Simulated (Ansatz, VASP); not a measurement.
One calculation of P, two programs

Contents of INCAR:

```
SYSTEM = P
PREC = Accurate
ENCUT = 520
EDIFF = 1E-6
ISMEAR = -1
SIGMA = 0.1
LREAL = .False.
LASPH = .True.
NELM = 100
ALGO = Normal
ISIF = 2
LWAVE = .False.
LCHARG = .False.
GGA = PE
NBANDS = 8
```

KPOINTS

```
regular mesh
0
Gamma
  18 18 18
  0 0 0
```

POSCAR

```
P
1.0
    0.0000000000      1.8356280087      1.8356280087
    1.8356280087      0.0000000000      1.8356280087
    1.8356280087      1.8356280087      0.0000000000
P
1
Direct
    0.0000000000      0.0000000000      0.0000000000
```

Input for Ansatz:

```yaml
crystal:
  lattice:
    - [0.0, 1.8356280087, 1.8356280087]
    - [1.8356280087, 0.0, 1.8356280087]
    - [1.8356280087, 1.8356280087, 0.0]
  atoms:
    - { symbol: P, position: [0.0, 0.0, 0.0] }
kpoints:
  mp_grid: { grid: [18, 18, 18] }
  band_path:
    path:
      - [0.0, 0.0, 0.0]
      - [0.5, 0.0, 0.5]
      - [0.625, 0.25, 0.625]
      - [0.375, 0.375, 0.75]
      - [0.0, 0.0, 0.0]
      - [0.5, 0.5, 0.5]
      - [0.5, 0.25, 0.75]
      - [0.5, 0.0, 0.5]
    npoints: 8
scf:
  occupations: { method: fermi_dirac, width: 0.1 }
hamiltonian:
  xc: pbe
  pseudopotentials: { kind: all_electron, lapw: { basis_error: 0.001 } }
output:
  forces: true
  stress: true
  eigenvalues: true
  populations: true
  dos: { projected: true, de: 0.2, e_range: [-14, 8] }
```

Change from the starting cell: volume scaled by 0.85, LAPW.

Alike in both runs: task single point; functional PBE; k mesh 18 × 18 × 18; occupations fermi-dirac, width 0.1 eV; no spin polarisation.

|  | VASP | Ansatz |
| --- | --- | --- |
| version | VASP 6.6.1 | Ansatz 0.2.0 |
| potentials or method | VASP PAW PBE potentials, release 64 (P), cutoff 520 eV | all-electron LAPW, scalar-relativistic |

```tsv
	VASP	Ansatz	Ansatz less VASP
pressure (GPa)	20.3	20.8	+0.46
```

Ansatz ran all-electron here, and VASP with PAW potentials.
